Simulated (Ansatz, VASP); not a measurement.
# SnO: VASP beside Ansatz

```xyz
8
Lattice="3.8202 0.0003 0.0000 -0.0003 3.8202 0.0000 0.0000 0.0000 22.2261" Properties=species:S:1:pos:R:3 pbc="T T T"
Sn    3.8196    3.8202    4.5000
Sn    1.9097    1.9100    6.8630
Sn    1.9096    2.8651   11.0630
Sn   -0.0003    0.9548   13.4261
O     3.8198    1.9102    5.6815
O     1.9096    3.8201    5.6815
O     1.9098    0.9550   12.2446
O    -0.0004    2.8649   12.2446
```

Alike in both runs: task single point; functional PBE; dispersion D3(BJ); k mesh 7 × 7 × 1; occupations gaussian, width 0.05 eV; no spin polarisation.

|  | VASP | Ansatz |
| --- | --- | --- |
| version | VASP 6.6.1 | Ansatz 0.2.0 |
| potentials or method | VASP PAW PBE potentials, release 64 (Sn_d, O), cutoff 520 eV | scalar-relativistic, plane waves, PAW |
| valence electrons in the cell | 80 | 80 |

|  | VASP | Ansatz | Ansatz less VASP |
| --- | --- | --- | --- |
| gap on the k mesh at the Fermi level (eV) | 2.44 | 2.45 | +0.007 |
| least direct gap on the mesh (eV) | 2.56 | 2.60 | +0.043 |
| rms of the force components (eV/Å) | 0.036 | 0.013 | -0.0226 |

Ansatz's warnings: structure snapped to symmetry.
